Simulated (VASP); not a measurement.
Input of a VASP 6.6.1 run:

POSCAR

```
Pt
1.0
    0.0000000000      1.9555000000      1.9555000000
    1.9555000000      0.0000000000      1.9555000000
    1.9555000000      1.9555000000      0.0000000000
Pt
1
Direct
    0.0000000000      0.0000000000      0.0000000000
```

The input INCAR.step1:

```
  PREC = Accurate
  ENCUT = 550
  ISMEAR = 1
  SIGMA = 0.05
  LREAL = False
  LASPH = True
  NELM = 120
  NBANDS = 11
  GGA = PE
  ALGO = Normal
  EDIFF = 1E-5
  LWAVE = True
  LCHARG = False
  GGA_COMPAT = False
```

INCAR.step2

```
  PREC = Accurate
  ENCUT = 550
  EDIFF = 1E-6
  ISMEAR = 1
  SIGMA = 0.05
  LREAL = False
  LASPH = True
  NELM = 120
  ALGO = Normal
  ISIF = 2
  LWAVE = False
  LCHARG = True
  METAGGA = R2SCAN
  LMIXTAU = True
  LELF = True
  LVHAR = True
  NBANDS = 11
  ISTART = 1
  GGA_COMPAT = False
```

KPOINTS

```
Automatic mesh
0
Gamma
  12 12 12
```

Potentials or basis: VASP PAW PBE potentials, release 64 (Pt).

Run with:

```sh
$ cat potpaw_PBE.64/Pt/POTCAR > POTCAR
$ cp INCAR.step1 INCAR
$ mpirun -np 1 vasp_std > vasp.out
$ cp INCAR.step2 INCAR
$ mpirun -np 1 vasp_std > vasp.out
```

Task: What does it give for the pressure?

Result: 7.4 GPa.

Task: Predict the band gap on the k mesh.

Result: Zero (band 5 reaches 11.73 eV, above the bottom of band 6 at 9.31 eV).

Caveat: the PAW data sets were made with another functional, which shifts forces and pressure a little; spin-orbit coupling is left out, which moves the levels of the heavy elements.
